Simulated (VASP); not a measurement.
A run of VASP 6.6.1:

File INCAR:

```
PREC = Accurate ; ENCUT = 650
EDIFF = 1E-6 ; ISMEAR = -1
SIGMA = 0.01 ; LREAL = Auto
LASPH = T ; NELM = 120
ALGO = Normal ; ISIF = 2
LWAVE = F ; LCHARG = F
GGA = PE ; NBANDS = 96
NELECT = 154.0 ; GGA_COMPAT = F
ISYM = -1
```

The input KPOINTS:

```
explicit points
1
Reciprocal
  0.25000000   0.25000000   0.25000000 1
```

POSCAR

```
LiHf4Si4O16
1.0
    6.6465279200      0.0000000000      0.0000000000
    0.0000000000      6.6465279200      0.0000000000
    0.0000000000      0.0000000000      6.0147349600
Hf Si O Li
4 4 16 1
Direct
   -0.0009803615      0.0015140236     -0.0029278098
    0.4845424617      0.5130856352      0.5041660223
    0.0075102370      0.5061675871      0.2400493138
    0.4989758623     -0.0009185247      0.7549381694
   -0.0058150662      0.4995083207      0.7484557557
    0.4934462082     -0.0010519778      0.2482375383
    0.0128482120     -0.0091586165      0.4985045925
    0.5042136346      0.4973061183      0.0009009541
    0.0031383303      0.8136439153      0.3133491355
    0.4946925733      0.3164297247      0.8161109397
    0.1776264260      0.5079926001      0.5670974736
    0.6836285132      0.0064311774      0.0728512566
    0.3127762382     -0.0032428962      0.0665675217
    0.8102009146      0.4866990764      0.5661928618
    0.0083085486      0.1817481269      0.3207456376
    0.5078120547      0.6849007564      0.8222319076
    0.3176109429      0.5071982004      0.1795580366
    0.8169253278      0.0131673260      0.6665045138
   -0.0120255269      0.6859986229      0.9260803738
    0.4907666137      0.1856691215      0.4296234194
    0.0043230090      0.3165753647      0.9305946209
    0.4985384911      0.8186912122      0.4328411837
    0.1875328013     -0.0099641498      0.6852017632
    0.6857139630      0.4857670108      0.1859919028
    0.7593772359      0.2352416207      0.4406205789
```

Potentials or basis: VASP PAW PBE potentials, release 64 (Hf_pv, Si, O, Li_sv).

Command:

```console
$ cat potpaw_PBE.64/Hf_pv/POTCAR potpaw_PBE.64/Si/POTCAR potpaw_PBE.64/O/POTCAR potpaw_PBE.64/Li_sv/POTCAR > POTCAR
$ mpirun -np 1 vasp_std > vasp.out
```

Hardware: 1 thread of AMD EPYC 7R13 Processor (Zen 3), on a shared host.

How long does it take, and how much memory?

Wall time 72 s on 1 thread of AMD EPYC 7R13 Processor (Zen 3), on a shared host, peak memory 0.36 GiB. Counts: scf iterations 16, k points 1.
